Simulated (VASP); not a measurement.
# C (P4/mmm) in VASP: notebook

The runs below take C through single point, with HSE06.

Program: VASP 6.6.1. These are calculated values, not measurements. Logs are shortened: lines on timing, memory, paths and dates and some standing lists are left out, and cuts for length are marked.

**1. The cell of the first run**

It takes space group P4/mmm (No. 123, tetragonal). The conventional cell has a = 4.255 Å, b = 4.255 Å, c = 1.282 Å, α = 90.00°, β = 90.00°, γ = 90.00°. Within 1.7 Å of C (site symmetry 4/mmm) lie 2 C at 1.28 Å.

**2. Single point, HSE06**

File POSCAR:

```
C
1.0
    4.2551700000      0.0000000000      0.0000000000
    0.0000000000      4.2551700000      0.0000000000
    0.0000000000      0.0000000000      1.2822900000
C
1
Direct
    0.5000000000      0.5000000000      0.5000000000
```

File INCAR.step1:

```
ALGO     = Normal         # electronic algorithm
EDIFF    = 1E-5           # SCF threshold, eV
ENCUT    = 520            # plane-wave cutoff, eV
GGA      = PE             # functional
ISIF     = 2              # what is computed and relaxed
ISMEAR   = -1             # smearing method
LASPH    = T              # aspherical terms in the spheres
LCHARG   = F              # write CHGCAR
LREAL    = F              # projectors in reciprocal space
LWAVE    = T              # write WAVECAR
NBANDS   = 8              # bands
NELM     = 80             # most SCF steps
PREC     = Accurate       # precision mode
SIGMA    = 0.05           # smearing width, eV
```

File INCAR.step2:

```
ALGO     = Normal         # electronic algorithm
EDIFF    = 1E-6           # SCF threshold, eV
ENCUT    = 520            # plane-wave cutoff, eV
GGA      = PE             # functional
HFSCREEN = 0.2079         # screening, 1/A
ISIF     = 2              # what is computed and relaxed
ISMEAR   = -1             # smearing method
ISTART   = 1            
LASPH    = T              # aspherical terms in the spheres
LCHARG   = F              # write CHGCAR
LHFCALC  = T              # exact exchange
LREAL    = F              # projectors in reciprocal space
LWAVE    = F              # write WAVECAR
NBANDS   = 8              # bands
NELM     = 80             # most SCF steps
PREC     = Accurate       # precision mode
PRECFOCK = Normal       
SIGMA    = 0.05           # smearing width, eV
```

File KPOINTS:

```
k-points
0
Gamma
  3 3 10
```

Potentials or basis: VASP PAW PBE potentials, release 64 (C).

The run is started by

```console
> cat potpaw_PBE.64/C/POTCAR > POTCAR
> cp INCAR.step1 INCAR
> mpirun -np 1 vasp_std > vasp.out
> cp INCAR.step2 INCAR
> mpirun -np 1 vasp_std > vasp.out
```

OUTCAR:

```text
EDIFF = 1E-6
   ENCUT = 520
   GGA = PE
   HFSCREEN = 0.2079
   ISIF = 2
   ISMEAR = -1
   ISTART = 1
   LASPH = T
   LHFCALC = T
   LREAL = F
   NELM = 80
   PREC = Accurate
   PRECFOCK = Normal

 ion  position               nearest neighbor table
   1  0.500  0.500  0.500-

  LATTYP: Found a simple tetragonal cell.
 ALAT       =     4.2551700000
 C/A-ratio  =     0.3013487123

  Lattice vectors:

 A1 = (   4.2551700000,   0.0000000000,   0.0000000000)
 A2 = (   0.0000000000,   4.2551700000,   0.0000000000)
 A3 = (   0.0000000000,   0.0000000000,   1.2822900000)

Analysis of symmetry for initial positions (statically):
=====================================================================
 Subroutine PRICEL returns:
 Original cell was already a primitive cell.

 Routine SETGRP: Setting up the symmetry group for a
 simple tetragonal supercell.

 Subroutine GETGRP returns: Found 16 space group operations
 (whereof 16 operations were pure point group operations)
 out of a pool of 16 trial point group operations.

The static configuration has the point symmetry D_4h.

Analysis of symmetry for dynamics (positions and initial velocities):
=====================================================================
 Subroutine PRICEL returns:
 Original cell was already a primitive cell.

 Routine SETGRP: Setting up the symmetry group for a
 simple tetragonal supercell.

 Subroutine GETGRP returns: Found 16 space group operations
 (whereof 16 operations were pure point group operations)
 out of a pool of 16 trial point group operations.

The dynamic configuration has the point symmetry D_4h.

 Subroutine INISYM returns: Found 16 space group operations
 (whereof 16 operations are pure point group operations),
 and found     1 'primitive' translations

----------------------------------------------------------------------------------------

                                     Primitive cell

  volume of cell :      23.2177

  direct lattice vectors                    reciprocal lattice vectors
     4.255170000  0.000000000  0.000000000     0.235008237  0.000000000  0.000000000
     0.000000000  4.255170000  0.000000000     0.000000000  0.235008237  0.000000000
[... 81 lines left out ...]
   NFREE  =      0    steps in history (QN), initial steepest desc. (CG)
   ISIF   =      2    stress and relaxation
   ISYM   =      3    0-nonsym 1-usesym 2-fastsym
   POTIM  = 0.5000    time-step for ionic-motion
   TEBEG  =    0.0;   TEEND  =   0.0 temperature during run
   PSTRESS=    0.0 pullay stress
   NELECT =       4.0000    total number of electrons
   NUPDOWN=      -1.0000    fix difference up-down
   EMIN   =  10.00;   EMAX   =-10.00  energy-range for DOS
   EFERMI =   0.00;   METHOD = LEGACY
   ISMEAR =    -1;   SIGMA  =   0.05  broadening in eV -4-tet -1-fermi 0-gaus
   EFERMI_NEDOS =   21; number of points for ismear=-14 and -15
   IALGO  =     38    algorithm
   IMIX   =      1    mixing-type and parameters
     AMIX     =   0.40;   BMIX     =  1.00
     AMIX_MAG =   1.60;   BMIX_MAG =  1.00
  volume/ion in A,a.u.               =      23.22       156.68
  Fermi-wavevector in a.u.,A,eV,Ry     =   0.910937  1.721420 11.290188  0.829805
  Thomas-Fermi vector in A             =   2.035157
   LORBIT       =      0    0 simple, 1 ext, 2 COOP (PROOUT), +10 PAW based schemes
   GGA     = PE    functional components
   LHFCALC =     T    Hartree Fock is set to
   PRECFOCK=normal    Normal, Fast or Accurate (Low or Medium for compatibility)
   ENCUT4O =  -1.0   cutoff for four orbital integrals eV
   NKREDX  =     1    reduce k-point grid by
   NKREDY  =     1    reduce k-point grid by
   NKREDZ  =     1    reduce k-point grid by
   AEXX    =    0.2500 exact exchange contribution
   HFSCREEN=    0.2079 screening length (either q_TF or 0.3 A-1)
   HFSCREENC=   0.2079 screening length for correlation (either q_TF or 0.3 A-1)
   ENCUTFOCK=  -1.0 apply spherical cutoff to Coloumb kernel
   IVDW    =     0    specifies the selected vdW correction
   LEPSILON=     F    determine dielectric tensor
   LRPA    =     F    only Hartree local field effects (RPA)
 non-spin polarized calculation
  energy-cutoff  :      520.00
  volume of cell :       23.22
 maximum number of plane-waves:       639
 NGX is ok and might be reduce to    32
  NGX = 28; NGY = 28; NGZ =  8

 number of electron       4.0000000 magnetization

 Free energy of the ion-electron system (eV)
  ---------------------------------------------------
  ext. energy  EPLUGINS =         0.00000000
  ---------------------------------------------------
  free energy    TOTEN  =        -9.62426762 eV

  energy without entropy =       -9.62426762  energy(sigma->0) =       -9.62426762

 E-fermi :  -2.7259     XC(G=0):  -5.0356

 val. band max:       -3.9608019940   @ k =   0.3333   0.0000   0.2000
 cond. band min:       0.6820489530   @ k =   0.3333   0.0000   0.3000
 fundamental gap:      4.6428509470
 Fermi energy:        -2.7258618231

 k-point     1 :       0.0000    0.0000    0.0000
  band No.  band energies     occupation
      1     -20.4386      2.00000
      2      -8.0501      2.00000
      3      -8.0500      2.00000
      4       2.2934      0.00000
      5       6.7253      0.00000
      6      11.4268      0.00000
      7      11.4268      0.00000
      8      12.5501      0.00000
[... 177 lines left out ...]
 k-point    18 :       0.3333    0.3333    0.5000
  band No.  band energies     occupation
      1     -12.3429      2.00000
      2       7.8831      0.00000
      3      10.8501      0.00000
      4      10.8518      0.00000
      5      21.5464      0.00000
      6      21.7636      0.00000
      7      26.8806      0.00000
      8      27.6920      0.00000

------------------------ aborting loop because EDIFF is reached ----------------------------------------

  FORCE on cell =-STRESS in cart. coord.  units (eV):
  Direction    XX          YY          ZZ          XY          YZ          ZX
  --------------------------------------------------------------------------------------
  -------------------------------------------------------------------------------------
  Total        0.0008639      0.0008639     -1.2454777      0.0000000      0.0000000      0.0000000
  in kB        0.0596116      0.0596116    -85.9461540      0.0000000      0.0000000      0.0000000
  external PRESSURE =     -28.6089770 kB  Pullay stress =       0.0000000 kB

 VOLUME and BASIS-vectors are now :
 -----------------------------------------------------------------------------
  energy-cutoff  :      520.00
  volume of cell :       23.22
      direct lattice vectors                 reciprocal lattice vectors
     4.255170000  0.000000000  0.000000000     0.235008237  0.000000000  0.000000000
     0.000000000  4.255170000  0.000000000     0.000000000  0.235008237  0.000000000
     0.000000000  0.000000000  1.282290000     0.000000000  0.000000000  0.779854791

 POSITION                                       TOTAL-FORCE (eV/Angst)
 -----------------------------------------------------------------------------------
      2.12758      2.12758      0.64114         0.000000      0.000000      0.000000
 -----------------------------------------------------------------------------------
    total drift:                               -0.000000      0.000000     -0.000001

  FREE ENERGIE OF THE ION-ELECTRON SYSTEM (eV)
  ---------------------------------------------------
  free  energy   TOTEN  =        -9.6242676227 eV

  energy  without entropy=       -9.6242676227  energy(sigma->0) =       -9.62426762
```

OSZICAR.step1:

```text
N       E                     dE             d eps       ncg     rms          rms(c)
DAV:   1     0.458965849703E+00    0.45897E+00   -0.23854E+03   304   0.417E+02
DAV:   2    -0.909135045606E+01   -0.95503E+01   -0.93851E+01   368   0.604E+01
DAV:   3    -0.923727584402E+01   -0.14593E+00   -0.14593E+00   360   0.913E+00
DAV:   4    -0.923775760639E+01   -0.48176E-03   -0.48176E-03   416   0.515E-01
DAV:   5    -0.923776012583E+01   -0.25194E-05   -0.25194E-05   392   0.274E-02    0.493E+00
DAV:   6    -0.856922159710E+01    0.66854E+00   -0.92679E-01   320   0.455E+00    0.272E+00
DAV:   7    -0.839086253080E+01    0.17836E+00   -0.73863E-01   352   0.399E+00    0.883E-01
DAV:   8    -0.839270694268E+01   -0.18444E-02   -0.82328E-03   320   0.593E-01    0.125E-01
DAV:   9    -0.839235851886E+01    0.34842E-03   -0.85742E-04   328   0.139E-01    0.775E-02
DAV:  10    -0.839243716690E+01   -0.78648E-04   -0.79727E-04   288   0.133E-01    0.602E-02
DAV:  11    -0.839241817099E+01    0.18996E-04   -0.74769E-05   376   0.417E-02    0.447E-03
DAV:  12    -0.839241735659E+01    0.81441E-06   -0.29581E-06   288   0.132E-02
   1 F= -.83924174E+01 E0= -.83924174E+01  d E =-.293630E-10
```

Run time: 44 s. Hardware: 1 thread of Intel Xeon Platinum 8375C at 2.90GHz (Ice Lake), shared host; peak memory 0.22 GiB.

Results:

```yaml
Free_energy: -9.6243 eV
Pressure: -2.9 GPa
Band_gap_on_the_k_mesh: zero (band 2 reaches 7.88 eV, above the bottom of band 3 at -8.31 eV)
```

Caveat: the k points lie up to 0.49 Å⁻¹ apart; the PAW data sets were made with another functional, which shifts forces and pressure a little.

**3. Single point, HSE06**

This run uses another cell than the first one, of 23.37 Å³/atom, 1.007 times its volume.

File POSCAR:

```
C
1.0
    4.2896371170      0.0000000000      0.0000000000
    0.0000000000      4.2896371170      0.0000000000
    0.0000000000      0.0000000000      1.2700586302
C
1
Direct
    0.5000000000      0.5000000000      0.5000000000
```

File INCAR.step1:

```
SYSTEM = C
  PREC = Accurate
  ENCUT = 520
  EDIFF = 1E-5
  ISMEAR = -1
  SIGMA = 0.05
  LREAL = .False.
  LASPH = .True.
  NELM = 100
  ALGO = Normal
  ISIF = 2
  LWAVE = .True.
  LCHARG = .False.
  GGA = PE
  NBANDS = 8
```

File INCAR.step2:

```
SYSTEM = C
  PREC = Accurate
  ENCUT = 520
  EDIFF = 1E-7
  ISMEAR = -1
  SIGMA = 0.05
  LREAL = .False.
  LASPH = .True.
  NELM = 100
  ALGO = Normal
  ISIF = 2
  LWAVE = .False.
  LCHARG = .False.
  GGA = PE
  LHFCALC = .True.
  HFSCREEN = 0.2079
  PRECFOCK = Normal
  ISTART = 1
  NBANDS = 8
```

File KPOINTS:

```
regular mesh
0
Gamma
  3 3 10
  0 0 0
```

Potentials or basis: VASP PAW PBE potentials, release 64 (C).

The run is started by

```console
> cat potpaw_PBE.64/C/POTCAR > POTCAR
> cp INCAR.step1 INCAR
> mpirun -np 1 vasp_std > vasp.out
> cp INCAR.step2 INCAR
> mpirun -np 1 vasp_std > vasp.out
```

Run time: 48 s. Hardware: 1 thread of Intel Xeon Platinum 8375C at 2.90GHz (Ice Lake), shared host; peak memory 0.22 GiB.

The run converged. Its results:

| Item | Value |
| --- | --- |
| Free energy | -9.6303 eV |
| Pressure | 0.0 GPa |
| Band gap on the k mesh | zero (band 2 reaches 8.35 eV, above the bottom of band 3 at -8.44 eV) |

Levels at points of the mesh, in eV from the Fermi level:
```tsv
k point	band 1	band 2	band 3	band 4	band 5	band 6	band 7
(0.00, 0.00, 0.00)	-17.68	-5.31	-5.31	5.11	9.51	14.09	14.09
(0.00, 0.00, 0.50)	-9.58	11.13	14.14	14.14	25.90	25.90	26.94
```

Caveat: the k points lie up to 0.49 Å⁻¹ apart; the PAW data sets were made with another functional, which shifts forces and pressure a little.
